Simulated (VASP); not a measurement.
# PbO2: single point with PBE

The system is PbO2.

```
Pb O
1.0
     0.00000    2.70199    2.70199
     2.70199    0.00000    2.70199
     2.70199    2.70199    0.00000
Pb O
1 2
Direct
  0.00000 0.00000 0.00000
  0.25000 0.25000 0.25000
  0.75000 0.75000 0.75000
```

* Program: VASP 6.6.1
* Task: single point
* Functional: PBE
* Potentials or basis: VASP PAW PBE potentials, release 64 (Pb_d, O)
* Cutoff: 700 eV
* k mesh: 4 × 4 × 4, shifted
* Occupations: fermi-dirac, width 0.025852 eV
* Spin: no spin polarisation

```json
{
  "Pressure": "0.2 GPa",
  "Band gap on the k mesh": "0.13 eV (least direct gap 1.17 eV)"
}
```

Levels at points of the mesh, in eV from the valence-band top:
```tsv
k point	band 11	band 12	band 13	band 14	band 15	band 16
(0.12, 0.12, 0.12)	-1.91	-1.04	-1.04	0.13	6.88	7.49
```

Run time: 58 s on 1 thread of AMD EPYC 7R13 (shared host), peak memory 0.22 GiB.

Caveat: spin-orbit coupling is left out, which moves the levels of the heavy elements; a shifted mesh leaves out Γ, where band edges can lie. A k mesh can miss the band edges.
